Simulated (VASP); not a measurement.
# NaH (P6_3/mmc) in VASP: G0W0 quasiparticle levels with PBE

Aim: the G0W0 quasiparticle levels of NaH with PBE.

All numbers are computed with VASP 6.6.1; they aren't measurements. Logs are shortened: lines on timing, memory, paths and dates and some standing lists are left out, and cuts for length are marked.

### 1 The cell of the first run

It takes space group P6_3/mmc (No. 194, hexagonal). The conventional cell has a = 3.319 Å, b = 3.319 Å, c = 5.831 Å, α = 90.00°, β = 90.00°, γ = 120.00°. Na (site symmetry -3m) has 6 H at 2.41 Å and 2 Na at 2.92 Å within 3.2 Å. Within 3.2 Å of H (site symmetry -6m2) lie 6 Na at 2.41 Å.

### 2 G0W0 quasiparticle levels, PBE

POSCAR reads:

```
NaH
1.0
    3.3191587698      0.0000000000      0.0000000000
   -1.6595793849      2.8744758138      0.0000000000
    0.0000000000      0.0000000000      5.8309537900
Na H
2 2
Direct
    0.0000000000      0.0000000000      0.0000000000
    0.0000000000      0.0000000000      0.5000000000
    0.3333333333      0.6666666667      0.2500000000
    0.6666666667      0.3333333333      0.7500000000
```

INCAR.step1 reads:

```
ALGO = Normal
EDIFF = 1E-8
ENCUT = 500
GGA = PE
ISMEAR = 0
LASPH = True
LCHARG = False
LREAL = False
LWAVE = True
NELM = 60
PREC = Accurate
SIGMA = 0.01
```

INCAR.step2 reads:

```
ALGO = Exact
EDIFF = 1E-8
ENCUT = 500
GGA = PE
ISMEAR = 0
ISTART = 1
LASPH = True
LCHARG = False
LOPTICS = True
LREAL = False
LWAVE = True
NBANDS = 176
NELM = 1
PREC = Accurate
SIGMA = 0.01
```

INCAR.step3 reads:

```
ALGO = EVGW0
EDIFF = 1E-8
ENCUT = 500
ENCUTGW = 120.0
GGA = PE
ISMEAR = 0
ISTART = 1
LASPH = True
LCHARG = False
LREAL = False
LWAVE = False
NBANDS = 176
NBANDSGW = 18
NELMGW = 1
NOMEGA = 48
PREC = Accurate
PRECFOCK = Fast
SIGMA = 0.01
```

KPOINTS reads:

```
k-points
0
Gamma
  6 6 4
```

Potentials or basis: VASP PAW PBE potentials, release 64 (Na_sv_GW, H_GW).

Started as:

```bash
> cat potpaw_PBE.64/Na_sv_GW/POTCAR potpaw_PBE.64/H_GW/POTCAR > POTCAR
> cp INCAR.step1 INCAR
> mpirun -np 1 vasp_std > vasp.out
> cp INCAR.step2 INCAR
> mpirun -np 1 vasp_std > vasp.out
> cp INCAR.step3 INCAR
> mpirun -np 1 vasp_std > vasp.out
```

OUTCAR:

```text
EDIFF = 1E-8
   ENCUT = 500
   ENCUTGW = 120.0
   GGA = PE
   ISMEAR = 0
   ISTART = 1
   LASPH = True
   LREAL = False
   NELMGW = 1
   PREC = Accurate
   PRECFOCK = Fast

 ion  position               nearest neighbor table
   1  0.000  0.000  0.000-
   2  0.000  0.000  0.500-
   3  0.333  0.667  0.250-
   4  0.667  0.333  0.750-

  LATTYP: Found a hexagonal cell.
 ALAT       =     3.3191587698
 C/A-ratio  =     1.7567565140

  Lattice vectors:

 A1 = (   3.3191587698,   0.0000000000,   0.0000000000)
 A2 = (  -1.6595793849,   2.8744758138,   0.0000000000)
 A3 = (   0.0000000000,   0.0000000000,   5.8309537900)

Analysis of symmetry for initial positions (statically):
=====================================================================
 Subroutine PRICEL returns:
 Original cell was already a primitive cell.

 Routine SETGRP: Setting up the symmetry group for a
 hexagonal supercell.

 Subroutine GETGRP returns: Found 24 space group operations
 (whereof 12 operations were pure point group operations)
 out of a pool of 24 trial point group operations.

The static configuration has the point symmetry D_3d.
 The point group associated with its full space group is D_6h.

Analysis of symmetry for dynamics (positions and initial velocities):
=====================================================================
 Subroutine PRICEL returns:
 Original cell was already a primitive cell.

 Routine SETGRP: Setting up the symmetry group for a
 hexagonal supercell.

 Subroutine GETGRP returns: Found 24 space group operations
 (whereof 12 operations were pure point group operations)
 out of a pool of 24 trial point group operations.

The dynamic configuration has the point symmetry D_3d.
 The point group associated with its full space group is D_6h.

 Subroutine INISYM returns: Found 24 space group operations
 (whereof 12 operations are pure point group operations),
 and found     1 'primitive' translations

----------------------------------------------------------------------------------------

                                     Primitive cell

  volume of cell :      55.6322

  direct lattice vectors                    reciprocal lattice vectors
     3.319158770  0.000000000  0.000000000     0.301281159  0.173944758  0.000000000
    -1.659579385  2.874475814  0.000000000     0.000000000  0.347889516  0.000000000
     0.000000000  0.000000000  5.830953790     0.000000000  0.000000000  0.171498529

  length of vectors
     3.319158770  3.319158770  5.830953790     0.347889516  0.347889516  0.171498529

  position of ions in fractional coordinates (direct lattice)
     0.000000000  0.000000000  0.000000000
     0.000000000  0.000000000  0.500000000
     0.333333333  0.666666667  0.250000000
     0.666666667  0.333333333  0.750000000

  ion indices of the primitive-cell ions
   primitive index   ion index
                 1           1
                 2           2
                 3           3
                 4           4

----------------------------------------------------------------------------------------

 KPOINTS: k-points

Automatic generation of k-mesh.
 Grid dimensions read from file:
 generate k-points for:    6    6    4

 Generating k-lattice:

  Cartesian coordinates                     Fractional coordinates (reciprocal lattice)
     0.050213526  0.028990793  0.000000000     0.166666667  0.000000000  0.000000000
     0.000000000  0.057981586  0.000000000     0.000000000  0.166666667  0.000000000
     0.000000000  0.000000000  0.042874632     0.000000000  0.000000000  0.250000000

  Length of vectors
     0.057981586  0.057981586  0.042874632

  Shift w.r.t. Gamma in fractional coordinates (k-lattice)
     0.000000000  0.000000000  0.000000000

 Subroutine IBZKPT returns following result:
 ===========================================

 Found     21 irreducible k-points:

 Following reciprocal coordinates:
            Coordinates               Weight
  0.000000  0.000000  0.000000      1.000000
  0.166667 -0.000000  0.000000      6.000000
  0.333333 -0.000000  0.000000      6.000000
  0.500000 -0.000000  0.000000      3.000000
  0.166667  0.166667  0.000000      6.000000
  0.333333  0.166667  0.000000     12.000000
[... 13 lines left out ...]
  0.333333  0.166667  0.500000     12.000000
  0.333333  0.333333  0.500000      2.000000
   k-points           NKPTS =     21   k-points in BZ     NKDIM =    144   number of bands    NBANDS=    176
   number of dos      NEDOS =    301   number of ions     NIONS =      4
   total plane-waves  NPLWV =  27648
   dimension x,y,z NGX =    24 NGY =   24 NGZ =   48
   dimension x,y,z NGXF=    48 NGYF=   48 NGZF=   96
   ions per type =               2   2
   NGX,Y,Z   is equivalent  to a cutoff of  12.02, 12.02, 13.69 a.u.
   NGXF,Y,Z  is equivalent  to a cutoff of  24.04, 24.04, 27.37 a.u.
 SYSTEM =  unknown system
   PREC   = accura    normal or accurate (medium, high low for compatibility)
   ISTART =      1    job   : 0-new  1-cont  2-samecut
   ICHARG =      0    charge: 1-file 2-atom 10-const
   ISPIN  =      1    spin polarized calculation?
   LNONCOLLINEAR =      F non collinear calculations
   LSORBIT =      F    spin-orbit coupling
   LASPH  =      T    aspherical Exc in radial PAW
   ENCUT  =  500.0 eV  36.75 Ry    6.06 a.u.   6.05  6.05 10.63*2*pi/ulx,y,z
   NELM   =     60;   NELMIN=  2; NELMDL=  0     # of ELM steps
   EDIFF  = 0.1E-07   stopping-criterion for ELM
   LREAL  =      F    real-space projection
   EDIFFG = 0.1E-06   stopping-criterion for IOM
   NSW    =      0    number of steps for IOM
   IBRION =     -1    ionic relax: 0-MD 1-quasi-New 2-CG
   NFREE  =      0    steps in history (QN), initial steepest desc. (CG)
   ISIF   =      0    stress and relaxation
   ISYM   =      3    0-nonsym 1-usesym 2-fastsym
   POTIM  = 0.5000    time-step for ionic-motion
   TEBEG  =    0.0;   TEEND  =   0.0 temperature during run
   PSTRESS=    0.0 pullay stress
   NELECT =      20.0000    total number of electrons
   NUPDOWN=      -1.0000    fix difference up-down
   EMIN   =  10.00;   EMAX   =-10.00  energy-range for DOS
   EFERMI =   0.00;   METHOD = LEGACY
   ISMEAR =     0;   SIGMA  =   0.01  broadening in eV -4-tet -1-fermi 0-gaus
   EFERMI_NEDOS =   21; number of points for ismear=-14 and -15
   IALGO  =     38    algorithm
   IMIX   =      4    mixing-type and parameters
     AMIX     =   0.40;   BMIX     =  1.00
     AMIX_MAG =   1.60;   BMIX_MAG =  1.00
  volume/ion in A,a.u.               =      13.91        93.86
  Fermi-wavevector in a.u.,A,eV,Ry     =   1.164062  2.199758 18.436439  1.355040
  Thomas-Fermi vector in A             =   2.300604
   LORBIT       =      0    0 simple, 1 ext, 2 COOP (PROOUT), +10 PAW based schemes
   GGA     = PE    functional components
   LHFCALC =     T    Hartree Fock is set to
   PRECFOCK=fast      Normal, Fast or Accurate (Low or Medium for compatibility)
   ENCUT4O =  -1.0   cutoff for four orbital integrals eV
   NKREDX  =     1    reduce k-point grid by
   NKREDY  =     1    reduce k-point grid by
   NKREDZ  =     1    reduce k-point grid by
   AEXX    =    1.0000 exact exchange contribution
   HFSCREEN=    0.0000 screening length (either q_TF or 0.3 A-1)
   HFSCREENC=   0.0000 screening length for correlation (either q_TF or 0.3 A-1)
   ENCUTFOCK=  -1.0 apply spherical cutoff to Coloumb kernel
   IVDW    =     0    specifies the selected vdW correction
   LEPSILON=     F    determine dielectric tensor
   LRPA    =     F    only Hartree local field effects (RPA)
   LRPAFORCE           =     F    calculate RPA forces
   ENCUTGW             = 120.0    cutoff for response function in eV
   ENCUTGWSOFT         =  96.0    soft cutoff for Coulomb kernel in GW response function in eV
   ENCUTLF             =  -1.0    cutoff for local field effects
   NELMGW              =     1    number of iterations in solving QP/BSE equation
   NELMHF              =     1    number of iterations in the inner HF iteration
   NKREDLFX            =     1    NKREDLFY  =   1   NKREDLFZ  =   1
 non-spin polarized calculation
 Gauss-broadening in eV      SIGMA  =   0.01
  energy-cutoff  :      500.00
  volume of cell :       55.63
 maximum number of plane-waves:      1437
  NGX = 14; NGY = 14; NGZ = 24
   NGX = 13   NGY = 13   NGZ = 21
 maximum number of plane-waves:       189
 NGX is ok and might be reduce to    14

 QP shifts <psi_nk| G(iteration)W_0 |psi_nk>: iteration 1
 for sc-GW calculations column KS-energies equals QP-energies in previous step
 and V_xc(KS)=  KS-energies - (<T + V_ion + V_H > + <T+V_H+V_ion>^1  + <V_x>^1)

 k-point   1 :       0.0000    0.0000    0.0000
  band No.  KS-energies  QP-energies   sigma(KS)   V_xc(KS)     V^pw_x(r,r')   Z            occupation Imag(sigma)

      1     -51.4614     -60.2121     -41.3784     -29.2566     -49.1215       0.7219       2.0000       0.6359
      2     -51.4456     -60.3756     -41.4080     -29.2819     -49.1490       0.7364       2.0000       0.6346
      3     -23.5190     -28.7168     -35.0664     -28.0355     -41.0444       0.7393       2.0000       0.3963
      4     -23.3602     -28.7155     -35.4205     -28.3729     -41.4162       0.7599       2.0000       0.3812
      5     -23.3602     -28.7155     -35.4205     -28.3729     -41.4162       0.7599       2.0000       0.3812
      6     -23.3416     -28.7285     -35.4586     -28.4152     -41.4576       0.7648       2.0000       0.3801
[... 10 lines left out ...]
     17      13.9818      15.2877      -6.8603      -8.4288      -2.7926       0.8326       0.0000      -0.9551
     18      15.1140      16.3855      -7.2995      -8.8738      -3.0223       0.8077       0.0000      -0.8687

 k-point   2 :       0.1667   -0.0000    0.0000
  band No.  KS-energies  QP-energies   sigma(KS)   V_xc(KS)     V^pw_x(r,r')   Z            occupation Imag(sigma)

      1     -51.4598     -60.2333     -41.3821     -29.2598     -49.1249       0.7237       2.0000       0.6357
      2     -51.4440     -60.3822     -41.4111     -29.2849     -49.1522       0.7371       2.0000       0.6345
      3     -23.5132     -28.7225     -35.0813     -28.0538     -41.0620       0.7413       2.0000       0.3948
      4     -23.3850     -28.6699     -35.3531     -28.3080     -41.3437       0.7501       2.0000       0.3840
      5     -23.3657     -28.7010     -35.4048     -28.3600     -41.4001       0.7573       2.0000       0.3815
      6     -23.3623     -28.6972     -35.4043     -28.3633     -41.4003       0.7577       2.0000       0.3814
[... 10 lines left out ...]
     17      13.4654      14.4013      -6.4248      -7.5798      -2.1413       0.8103       0.0000      -0.9501
     18      14.4599      15.6221      -6.2034      -7.5973      -2.0736       0.8337       0.0000      -0.9462

 k-point   3 :       0.3333   -0.0000    0.0000
  band No.  KS-energies  QP-energies   sigma(KS)   V_xc(KS)     V^pw_x(r,r')   Z            occupation Imag(sigma)

      1     -51.4565     -60.2593     -41.3891     -29.2662     -49.1316       0.7261       2.0000       0.6352
      2     -51.4409     -60.4576     -41.4175     -29.2909     -49.1588       0.7435       2.0000       0.6342
      3     -23.5018     -28.7121     -35.1104     -28.0903     -41.0963       0.7422       2.0000       0.3918
      4     -23.4330     -28.6762     -35.2242     -28.1821     -41.2060       0.7445       2.0000       0.3897
      5     -23.4039     -28.6874     -35.2942     -28.2611     -41.2847       0.7512       2.0000       0.3843
      6     -23.3766     -28.6833     -35.3750     -28.3344     -41.3695       0.7537       2.0000       0.3821
[... 10 lines left out ...]
     17      11.5462      12.5289      -7.4314      -8.6790      -3.1366       0.7877       0.0000      -0.8397
     18      13.0592      14.1172      -6.1280      -7.4212      -2.0839       0.8180       0.0000      -0.7976

 k-point   4 :       0.5000   -0.0000    0.0000
  band No.  KS-energies  QP-energies   sigma(KS)   V_xc(KS)     V^pw_x(r,r')   Z            occupation Imag(sigma)

      1     -51.4549     -60.2923     -41.3923     -29.2694     -49.1347       0.7290       2.0000       0.6350
      2     -51.4393     -60.4871     -41.4204     -29.2938     -49.1618       0.7461       2.0000       0.6340
      3     -23.4963     -28.7022     -35.1241     -28.1083     -41.1124       0.7420       2.0000       0.3903
      4     -23.4570     -28.6602     -35.1586     -28.1209     -41.1367       0.7393       2.0000       0.3925
      5     -23.4246     -28.6607     -35.2387     -28.2109     -41.2266       0.7451       2.0000       0.3857
      6     -23.3819     -28.6773     -35.3600     -28.3217     -41.3543       0.7524       2.0000       0.3824
[... 328 lines left out ...]
      5     -23.4013     -28.6874     -35.3100     -28.2737     -41.3012       0.7513       2.0000       0.3843
      6     -23.4013     -28.6874     -35.3100     -28.2737     -41.3012       0.7513       2.0000       0.3843
[... 10 lines left out ...]
     17      14.3026      15.4186      -6.9051      -8.2654      -2.5802       0.8204       0.0000      -1.0802
     18      14.3026      15.4186      -6.9051      -8.2654      -2.5802       0.8204       0.0000      -1.0802

 k-point  20 :       0.3333    0.1667    0.5000
  band No.  KS-energies  QP-energies   sigma(KS)   V_xc(KS)     V^pw_x(r,r')   Z            occupation Imag(sigma)

      1     -51.4471     -60.3707     -41.4066     -29.2816     -49.1484       0.7360       2.0000       0.6345
      2     -51.4471     -60.3707     -41.4066     -29.2816     -49.1484       0.7360       2.0000       0.6345
      3     -23.4293     -28.6708     -35.2309     -28.1953     -41.2159       0.7450       2.0000       0.3879
      4     -23.4293     -28.6708     -35.2309     -28.1953     -41.2159       0.7450       2.0000       0.3879
      5     -23.4049     -28.7038     -35.3159     -28.2931     -41.3116       0.7545       2.0000       0.3848
      6     -23.4049     -28.7038     -35.3159     -28.2931     -41.3116       0.7545       2.0000       0.3848
[... 10 lines left out ...]
     17      12.2394      13.2293      -6.4383      -7.6589      -2.3450       0.8110       0.0000      -0.8141
     18      12.2394      13.2293      -6.4383      -7.6589      -2.3450       0.8110       0.0000      -0.8141

 k-point  21 :       0.3333    0.3333    0.5000
  band No.  KS-energies  QP-energies   sigma(KS)   V_xc(KS)     V^pw_x(r,r')   Z            occupation Imag(sigma)

      1     -51.4464     -60.3870     -41.4081     -29.2831     -49.1500       0.7374       2.0000       0.6344
      2     -51.4464     -60.3870     -41.4081     -29.2831     -49.1500       0.7374       2.0000       0.6344
      3     -23.4131     -28.6808     -35.2723     -28.2387     -41.2608       0.7489       2.0000       0.3858
      4     -23.4131     -28.6808     -35.2723     -28.2387     -41.2608       0.7489       2.0000       0.3858
      5     -23.4131     -28.6808     -35.2723     -28.2387     -41.2608       0.7489       2.0000       0.3858
      6     -23.4131     -28.6808     -35.2723     -28.2387     -41.2608       0.7489       2.0000       0.3858
[... 10 lines left out ...]
     17      11.3927      12.3881      -6.1792      -7.4141      -2.2961       0.8061       0.0000      -0.6598
     18      11.3927      12.3881      -6.1792      -7.4141      -2.2961       0.8061       0.0000      -0.6598
```

Run time: 13 min. Hardware: 1 thread of Intel Xeon 6975P-C (Granite Rapids), shared host; peak memory 1.1 GiB.

Results:

```yaml
Band_gap_on_the_k_mesh_mean-field_level: 3.45 eV, indirect (least direct gap 4.51 eV)
Quasiparticle_gap: 5.81 eV
Least_direct_quasiparticle_gap: 6.82 eV
```

Caveat: bands, screening cutoff and mesh are small and nothing is extrapolated, so the quasiparticle values aren't converged.
